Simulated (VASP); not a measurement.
A run of VASP 6.6.1 is set up as follows.

POSCAR

```
SrO
1.0
    4.2903151937      0.0000000000      0.0000000000
   -2.1451575969      3.7155219480      0.0000000000
    0.0000000000      0.0000000000      5.1841505800
Sr O
2 2
Direct
    0.3333333333      0.6666666667      0.9375024113
    0.6666666667      0.3333333333      0.4375024113
    0.3333333333      0.6666666667      0.4374975887
    0.6666666667      0.3333333333      0.9374975887
```

The input INCAR.step1:

```
PREC = Accurate
ENCUT = 520
EDIFF = 1E-7
ISMEAR = 0
SIGMA = 0.02
LREAL = F
LASPH = T
NELM = 150
ALGO = Normal
ISIF = 2
LWAVE = F
LCHARG = T
MAGMOM = 0 0 0 0 0 0 0 0 0 0 0 0
LSORBIT = T
GGA_COMPAT = F
LORBMOM = T
GGA = PE
NBANDS = 46
```

The input KPOINTS.step1:

```
Automatic mesh
0
Gamma
  6 6 6
```

Contents of INCAR.step2:

```
PREC = Accurate
ENCUT = 520
EDIFF = 1E-7
ISMEAR = -5
SIGMA = 0.02
LREAL = F
LASPH = T
NELM = 150
ALGO = Normal
ISIF = 2
LWAVE = F
LCHARG = F
MAGMOM = 0 0 0 0 0 0 0 0 0 0 0 0
LORBIT = 10
LSORBIT = T
GGA_COMPAT = F
LORBMOM = T
GGA = PE
NEDOS = 2001
ICHARG = 11
```

File KPOINTS.step2:

```
Automatic mesh
0
Gamma
  9 9 9
```

Potentials or basis: VASP PAW PBE potentials, release 64 (Sr_sv, O).

Run with:

```console
$ cat potpaw_PBE.64/Sr_sv/POTCAR potpaw_PBE.64/O/POTCAR > POTCAR
$ cp INCAR.step1 INCAR
$ cp KPOINTS.step1 KPOINTS
$ mpirun -np 1 vasp_ncl > vasp.out
$ cp INCAR.step2 INCAR
$ cp KPOINTS.step2 KPOINTS
$ mpirun -np 1 vasp_ncl > vasp.out
```

(1) Estimate the net moment.

Results:

(1) 0.00 μB per cell.
